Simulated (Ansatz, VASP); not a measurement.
LiF: VASP beside Ansatz

The input INCAR:

```
  PREC = Accurate
  ENCUT = 750
  EDIFF = 1E-6
  ISMEAR = 0
  SIGMA = 0.02
  LREAL = F
  LASPH = T
  NELM = 120
  ALGO = Normal
  ISIF = 2
  LWAVE = F
  LCHARG = F
  GGA = PE
  NBANDS = 12
  GGA_COMPAT = F
```

KPOINTS

```
Automatic mesh
0
Gamma
  10 10 10
```

Contents of POSCAR:

```
LiF
1.0
    0.0000000000      2.0922474823      2.0922474823
    2.0922474823      0.0000000000      2.0922474823
    2.0922474823      2.0922474823      0.0000000000
Li F
1 1
Direct
    0.0000000000      0.0000000000      0.0000000000
    0.5000000000      0.5000000000      0.5000000000
```

Input for Ansatz:

```yaml
crystal:
  lattice:
    - [0.0, 2.0922474823, 2.0922474823]
    - [2.0922474823, 0.0, 2.0922474823]
    - [2.0922474823, 2.0922474823, 0.0]
  atoms:
    - { symbol: Li, position: [0.0, 0.0, 0.0] }
    - { symbol: F, position: [0.5, 0.5, 0.5] }
basis: {}
kpoints:
  mp_grid: { grid: [10, 10, 10] }
hamiltonian:
  xc: pbe
  pseudopotentials: { kind: all_electron, lapw: {} }
scf:
  occupations: { method: gaussian, width: 0.02 }
output:
  forces: true
  stress: true
  eigenvalues: true
```

Alike in both runs: task single point; functional PBE; k mesh 10 × 10 × 10; occupations gaussian, width 0.02 eV; no spin polarisation.

|  | VASP | Ansatz |
| --- | --- | --- |
| version | VASP 6.6.1 | Ansatz 0.2.0 |
| potentials or method | VASP PAW PBE potentials, release 64 (Li_sv, F), cutoff 750 eV | scalar-relativistic, all-electron LAPW |

```csv
,VASP,Ansatz,Ansatz less VASP
gap on the k mesh at the Fermi level (eV),8.13,8.12,-0.007
least direct gap on the mesh (eV),8.13,8.12,-0.007
pressure (GPa),-5.4,-4.8,+0.54
```

Ansatz ran all-electron here, and VASP with PAW potentials.
